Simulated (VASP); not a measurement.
# SiO2 (Pnnm) in VASP: electric field gradients with PBE

Aim: the electric field gradients of SiO2 with PBE.

All numbers are computed with VASP 6.6.1; they aren't measurements. Logs are shortened: lines on timing, memory, paths and dates and some standing lists are left out, and cuts for length are marked.

## (1) The cell of the first run

It takes space group Pnnm (No. 58, orthorhombic). The conventional cell has a = 4.958 Å, b = 8.741 Å, c = 8.679 Å, α = 90.00°, β = 90.00°, γ = 90.00°. Si (site symmetry 1) has 4 O at 1.61 Å within 2.1 Å. O (site symmetry m) has 2 Si at 1.61 Å within 2.1 Å. Within 2.1 Å of O (site symmetry 2) lie 2 Si at 1.61 Å. O (site symmetry 1) has 2 Si at 1.61 Å within 2.1 Å.

## (2) Electric field gradients, PBE

Contents of INCAR:

```
PREC = Accurate
ENCUT = 520
EDIFF = 1E-8
ISMEAR = -1
SIGMA = 0.02
LREAL = Auto
LASPH = True
NELM = 60
ALGO = Normal
ISIF = 2
LWAVE = False
LCHARG = False
GGA = PE
LEFG = True
NBANDS = 82
```

Contents of KPOINTS:

```
regular mesh
0
Gamma
  5 3 3
```

Contents of POSCAR:

```
SiO2
1.0
    4.9580069400      0.0000000000      0.0000000000
    0.0000000000      8.7413227800      0.0000000000
    0.0000000000      0.0000000000      8.6786427400
Si O
8 16
Direct
    0.9337143700      0.1740547800      0.1812569300
    0.0662856300      0.8259452200      0.1812569300
    0.4337143700      0.3259452200      0.3187430700
    0.9337143700      0.1740547800      0.8187430700
    0.0662856300      0.8259452200      0.8187430700
    0.4337143700      0.3259452200      0.6812569300
    0.5662856300      0.6740547800      0.3187430700
    0.5662856300      0.6740547800      0.6812569300
    0.0135512900      0.8012656000      0.0000000000
    0.5000000000      0.5000000000      0.2715662200
    0.5135512900      0.6987344000      0.5000000000
    0.9864487100      0.1987344000      0.0000000000
    0.1231752200      0.2889473600      0.7216060400
    0.8768247800      0.7110526400      0.7216060400
    0.0000000000      0.0000000000      0.7715662200
    0.6231752200      0.2110526400      0.2216060400
    0.3768247800      0.7889473600      0.2216060400
    0.5000000000      0.5000000000      0.7284337800
    0.3768247800      0.7889473600      0.7783939600
    0.1231752200      0.2889473600      0.2783939600
    0.6231752200      0.2110526400      0.7783939600
    0.4864487100      0.3012656000      0.5000000000
    0.0000000000      0.0000000000      0.2284337800
    0.8768247800      0.7110526400      0.2783939600
```

Potentials or basis: VASP PAW PBE potentials, release 64 (Si, O).

The run is started by

```bash
cat potpaw_PBE.64/Si/POTCAR potpaw_PBE.64/O/POTCAR > POTCAR
mpirun -np 1 vasp_std > vasp.out
```

OUTCAR:

```text
PREC = Accurate
   ENCUT = 520
   EDIFF = 1E-8
   ISMEAR = -1
   LREAL = Auto
   LASPH = True
   NELM = 60
   ISIF = 2
   GGA = PE

 ion  position               nearest neighbor table
   1  0.934  0.174  0.181-  12 1.61  23 1.61  16 1.61  20 1.61   3 3.05   3 3.05   2 3.11   4 3.15

   2  0.066  0.826  0.181-   9 1.61  23 1.61  17 1.61  24 1.61   7 3.05   7 3.05   1 3.11   5 3.15

   3  0.434  0.326  0.319-  22 1.61  10 1.61  20 1.61  16 1.61   1 3.05   1 3.05   7 3.11   6 3.15
[... 13 lines left out ...]
  11  0.514  0.699  0.500-   7 1.61   8 1.61
  12  0.986  0.199  0.000-   1 1.61   4 1.61
  13  0.123  0.289  0.722-   6 1.61   4 1.61
  14  0.877  0.711  0.722-   8 1.61   5 1.61
[... 8 lines left out ...]
  23  0.000  0.000  0.228-   1 1.61   2 1.61
  24  0.877  0.711  0.278-   7 1.61   2 1.61

  LATTYP: Found a simple orthorhombic cell.
 ALAT       =     4.9580069400
 B/A-ratio  =     1.7504297281
 C/A-ratio  =     1.7630719129

  Lattice vectors:

 A1 = (  -4.9580069400,   0.0000000000,   0.0000000000)
 A2 = (   0.0000000000,   0.0000000000,   8.6786427400)
 A3 = (   0.0000000000,   8.7413227800,   0.0000000000)

Analysis of symmetry for initial positions (statically):
=====================================================================
 Subroutine PRICEL returns:
 Original cell was already a primitive cell.

 Routine SETGRP: Setting up the symmetry group for a
 simple orthorhombic supercell.

 Subroutine GETGRP returns: Found  8 space group operations
 (whereof  4 operations were pure point group operations)
 out of a pool of  8 trial point group operations.

The static configuration has the point symmetry C_2h.
 The point group associated with its full space group is D_2h.

Analysis of symmetry for dynamics (positions and initial velocities):
=====================================================================
 Subroutine PRICEL returns:
 Original cell was already a primitive cell.

 Routine SETGRP: Setting up the symmetry group for a
 simple orthorhombic supercell.

 Subroutine GETGRP returns: Found  8 space group operations
 (whereof  4 operations were pure point group operations)
 out of a pool of  8 trial point group operations.

The dynamic configuration has the point symmetry C_2h.
 The point group associated with its full space group is D_2h.

 Subroutine INISYM returns: Found  8 space group operations
 (whereof  4 operations are pure point group operations),
 and found     1 'primitive' translations

----------------------------------------------------------------------------------------

                                     Primitive cell

  volume of cell :     376.1284

  direct lattice vectors                    reciprocal lattice vectors
     4.958006940  0.000000000  0.000000000     0.201693949  0.000000000  0.000000000
     0.000000000  8.741322780  0.000000000     0.000000000  0.114399162  0.000000000
     0.000000000  0.000000000  8.678642740     0.000000000  0.000000000  0.115225391

  length of vectors
     4.958006940  8.741322780  8.678642740     0.201693949  0.114399162  0.115225391

  position of ions in fractional coordinates (direct lattice)
     0.933714370  0.174054780  0.181256930
     0.066285630  0.825945220  0.181256930
     0.433714370  0.325945220  0.318743070
     0.933714370  0.174054780  0.818743070
     0.066285630  0.825945220  0.818743070
     0.433714370  0.325945220  0.681256930
[... 16 lines left out ...]
     0.000000000  0.000000000  0.228433780
     0.876824780  0.711052640  0.278393960

  ion indices of the primitive-cell ions
   primitive index   ion index
                 1           1
                 2           2
                 3           3
                 4           4
                 5           5
                 6           6
[... 16 lines left out ...]
                23          23
                24          24

----------------------------------------------------------------------------------------

 KPOINTS: regular mesh

Automatic generation of k-mesh.
 Grid dimensions read from file:
 generate k-points for:    5    3    3

 Generating k-lattice:

  Cartesian coordinates                     Fractional coordinates (reciprocal lattice)
     0.040338790  0.000000000  0.000000000     0.200000000  0.000000000  0.000000000
[... 31 lines left out ...]
   dimension x,y,z NGX =    40 NGY =   70 NGZ =   70
   dimension x,y,z NGXF=    80 NGYF=  140 NGZF=  140
   ions per type =               8  16
   NGX,Y,Z   is equivalent  to a cutoff of  13.41, 13.31, 13.41 a.u.
   NGXF,Y,Z  is equivalent  to a cutoff of  26.82, 26.63, 26.82 a.u.
 SYSTEM =  unknown system
   PREC   = accura    normal or accurate (medium, high low for compatibility)
   ISTART =      0    job   : 0-new  1-cont  2-samecut
   ICHARG =      2    charge: 1-file 2-atom 10-const
   ISPIN  =      1    spin polarized calculation?
   LNONCOLLINEAR =      F non collinear calculations
   LSORBIT =      F    spin-orbit coupling
   LASPH  =      T    aspherical Exc in radial PAW
   ENCUT  =  520.0 eV  38.22 Ry    6.18 a.u.   9.22 16.25 16.14*2*pi/ulx,y,z
   NELM   =     60;   NELMIN=  2; NELMDL= -5     # of ELM steps
   EDIFF  = 0.1E-07   stopping-criterion for ELM
   LREAL  =      T    real-space projection
   EDIFFG = 0.1E-06   stopping-criterion for IOM
   NSW    =      0    number of steps for IOM
   IBRION =     -1    ionic relax: 0-MD 1-quasi-New 2-CG
   NFREE  =      0    steps in history (QN), initial steepest desc. (CG)
   ISIF   =      2    stress and relaxation
   ISYM   =      2    0-nonsym 1-usesym 2-fastsym
   POTIM  = 0.5000    time-step for ionic-motion
   TEBEG  =    0.0;   TEEND  =   0.0 temperature during run
   PSTRESS=    0.0 pullay stress
   NELECT =     128.0000    total number of electrons
   NUPDOWN=      -1.0000    fix difference up-down
   EMIN   =  10.00;   EMAX   =-10.00  energy-range for DOS
   EFERMI =   0.00;   METHOD = LEGACY
   ISMEAR =    -1;   SIGMA  =   0.02  broadening in eV -4-tet -1-fermi 0-gaus
   EFERMI_NEDOS =   21; number of points for ismear=-14 and -15
   IALGO  =     38    algorithm
   IMIX   =      4    mixing-type and parameters
     AMIX     =   0.40;   BMIX     =  1.00
     AMIX_MAG =   1.60;   BMIX_MAG =  1.00
  volume/ion in A,a.u.               =      15.67       105.76
  Fermi-wavevector in a.u.,A,eV,Ry     =   1.142965  2.159890 17.774217  1.306368
  Thomas-Fermi vector in A             =   2.279661
   LORBIT       =      0    0 simple, 1 ext, 2 COOP (PROOUT), +10 PAW based schemes
   GGA     = PE    functional components
   LHFCALC =     F    Hartree Fock is set to
   AEXX    =    0.0000 exact exchange contribution
   IVDW    =     0    specifies the selected vdW correction
   LEPSILON=     F    determine dielectric tensor
   LRPA    =     F    only Hartree local field effects (RPA)
 non-spin polarized calculation
  energy-cutoff  :      520.00
  volume of cell :      376.13
 maximum number of plane-waves:     10155
 NGX is ok and might be reduce to    40
   NGX = 19   NGY = 33   NGZ = 33

 number of electron     127.9999948 magnetization

 Free energy of the ion-electron system (eV)
  ---------------------------------------------------
  ext. energy  EPLUGINS =         0.00000000
  ---------------------------------------------------
  free energy    TOTEN  =      -189.72345346 eV

  energy without entropy =     -189.72345346  energy(sigma->0) =     -189.72345346

 E-fermi :  -0.0573     XC(G=0):  -7.8986

 val. band max:       -0.5431962988   @ k =   0.4000   0.0000   0.0000
 cond. band min:       5.1424459147   @ k =   0.0000   0.0000   0.0000
 fundamental gap:      5.6856422134
 Fermi energy:        -0.0573168749

 k-point     1 :       0.0000    0.0000    0.0000
  band No.  band energies     occupation
      1     -19.9802      2.00000
      2     -19.5509      2.00000
      3     -19.5458      2.00000
      4     -19.1033      2.00000
      5     -19.1007      2.00000
      6     -18.5249      2.00000
[... 937 lines left out ...]
     75       9.3237      0.00000
     76       9.4069      0.00000
 [bands above 76 left out]

------------------------ aborting loop because EDIFF is reached ----------------------------------------

  FORCE on cell =-STRESS in cart. coord.  units (eV):
  Direction    XX          YY          ZZ          XY          YZ          ZX
  --------------------------------------------------------------------------------------
  -------------------------------------------------------------------------------------
  Total       10.4699129     10.4003084     10.0610377     -0.0000000      0.0000000      0.0000000
  in kB       44.5982227     44.3017315     42.8565553     -0.0000000      0.0000000      0.0000000
  external PRESSURE =      43.9188365 kB  Pullay stress =       0.0000000 kB

 VOLUME and BASIS-vectors are now :
 -----------------------------------------------------------------------------
  energy-cutoff  :      520.00
  volume of cell :      376.13
      direct lattice vectors                 reciprocal lattice vectors
     4.958006940  0.000000000  0.000000000     0.201693949  0.000000000  0.000000000
     0.000000000  8.741322780  0.000000000     0.000000000  0.114399162  0.000000000
     0.000000000  0.000000000  8.678642740     0.000000000  0.000000000  0.115225391

 POSITION                                       TOTAL-FORCE (eV/Angst)
 -----------------------------------------------------------------------------------
      4.62936      1.52147      1.57306         0.015687      0.008192     -0.014091
      0.32864      7.21985      1.57306        -0.015687     -0.008192     -0.014091
      2.15036      2.84919      2.76626         0.015687     -0.008192      0.014091
      4.62936      1.52147      7.10558         0.015687      0.008192      0.014091
      0.32864      7.21985      7.10558        -0.015687     -0.008192      0.014091
      2.15036      2.84919      5.91239         0.015687     -0.008192     -0.014091
[... 16 lines left out ...]
      0.00000      0.00000      1.98250        -0.000000      0.000000      0.278417
      4.34730      6.21554      2.41608         0.174784     -0.202135      0.129808
 -----------------------------------------------------------------------------------
    total drift:                               -0.000000      0.000000     -0.000000

  FREE ENERGIE OF THE ION-ELECTRON SYSTEM (eV)
  ---------------------------------------------------
  free  energy   TOTEN  =      -189.7234534643 eV

  energy  without entropy=     -189.7234534643  energy(sigma->0) =     -189.72345346

 Electric field gradients (V/A^2)
---------------------------------------------------------------------
 ion       V_xx      V_yy      V_zz      V_xy      V_xz      V_yz
---------------------------------------------------------------------
   1      -1.343    -0.435     1.778     3.109     0.010    -3.908
   2      -1.343    -0.435     1.778     3.109    -0.010     3.908
   3      -1.343    -0.435     1.778    -3.109    -0.010    -3.908
   4      -1.343    -0.435     1.778     3.109    -0.010     3.908
   5      -1.343    -0.435     1.778     3.109     0.010    -3.908
   6      -1.343    -0.435     1.778    -3.109     0.010     3.908
[... 16 lines left out ...]
  23     -43.164    83.907   -40.742   -29.518    -0.000    -0.000
  24      45.719   -18.902   -26.817    42.559   -39.063   -30.865
---------------------------------------------------------------------

 Electric field gradients after diagonalization (V/A^2)
 (convention: |V_zz| > |V_xx| > |V_yy|)
----------------------------------------------------------------------
 ion       V_xx      V_yy      V_zz     asymmetry (V_yy - V_xx)/ V_zz
----------------------------------------------------------------------
   1      -5.169    -0.149     5.319       0.944
   2      -5.169    -0.149     5.319       0.944
   3      -5.169    -0.149     5.319       0.944
   4      -5.169    -0.149     5.319       0.944
   5      -5.169    -0.149     5.319       0.944
   6      -5.169    -0.149     5.319       0.944
[... 16 lines left out ...]
  23     -49.687   -40.742    90.429       0.099
  24     -54.009   -33.703    87.712       0.232
----------------------------------------------------------------------

           NMR quadrupolar parameters

 Cq : quadrupolar parameter    Cq=e*Q*V_zz/h
 eta: asymmetry parameters     (V_yy - V_xx)/ V_zz
 Q  : nuclear electric quadrupole moment in mb (millibarn)
----------------------------------------------------------------------
 ion       Cq(MHz)       eta       Q (mb)
----------------------------------------------------------------------
   1       0.013       0.944       1.000
   2       0.013       0.944       1.000
   3       0.013       0.944       1.000
   4       0.013       0.944       1.000
   5       0.013       0.944       1.000
   6       0.013       0.944       1.000
[... 16 lines left out ...]
  23       0.219       0.099       1.000
  24       0.212       0.232       1.000
----------------------------------------------------------------------
```

Wall time 12 min (1 thread of Intel Xeon Platinum 8259CL at 2.50GHz (Skylake/Cascade Lake), shared host); peak memory 0.55 GiB.

Results:

- Free energy: -189.7235 eV
- Pressure: 4.4 GPa
- Largest force: 0.297 eV/Å
- Band gap on the k mesh: 5.69 eV (least direct gap 5.73 eV)
- Largest electric field gradient by atom: Si +5.3; O +91.8, +90.4, +87.7 (each value once) V/Å²

Forces in eV/Å, atoms in the order of the input:
```
Si   0.016  0.008 -0.014
Si  -0.016 -0.008 -0.014
Si   0.016 -0.008  0.014
Si   0.016  0.008  0.014
Si  -0.016 -0.008  0.014
Si   0.016 -0.008 -0.014
Si  -0.016  0.008  0.014
Si  -0.016  0.008 -0.014
O   -0.137 -0.149  0.000
O    0.000  0.000 -0.278
O   -0.137  0.149  0.000
O    0.137  0.149  0.000
O   -0.175  0.202 -0.130
O    0.175 -0.202 -0.130
O    0.000  0.000 -0.278
O   -0.175 -0.202 -0.130
O    0.175  0.202 -0.130
O    0.000  0.000  0.278
O    0.175  0.202  0.130
O   -0.175  0.202  0.130
O   -0.175 -0.202  0.130
O    0.137 -0.149  0.000
O    0.000  0.000  0.278
O    0.175 -0.202  0.130
```

Stress tensor (GPa, compression positive):
```
4.46 0.00 0.00
0.00 4.43 0.00
0.00 0.00 4.29
```

Electric field gradients, principal values (V/Å²):
```tsv
atom	least	middle	greatest (by size)
1 Si	-0.149	-5.169	5.319
2 Si	-0.149	-5.169	5.319
3 Si	-0.149	-5.169	5.319
4 Si	-0.149	-5.169	5.319
5 Si	-0.149	-5.169	5.319
6 Si	-0.149	-5.169	5.319
7 Si	-0.149	-5.169	5.319
8 Si	-0.149	-5.169	5.319
9 O	-39.767	-51.991	91.757
10 O	-40.742	-49.687	90.429
11 O	-39.767	-51.991	91.757
12 O	-39.767	-51.991	91.757
13 O	-33.703	-54.009	87.712
14 O	-33.703	-54.009	87.712
15 O	-40.742	-49.687	90.429
16 O	-33.703	-54.009	87.712
17 O	-33.703	-54.009	87.712
18 O	-40.742	-49.687	90.429
19 O	-33.703	-54.009	87.712
20 O	-33.703	-54.009	87.712
21 O	-33.703	-54.009	87.712
22 O	-39.767	-51.991	91.757
23 O	-40.742	-49.687	90.429
24 O	-33.703	-54.009	87.712
```

Caveat: the cell stands under pressure; without QUAD_EFG the Cq values of the log hold for a quadrupole moment of 1 mb, not for the nuclei.
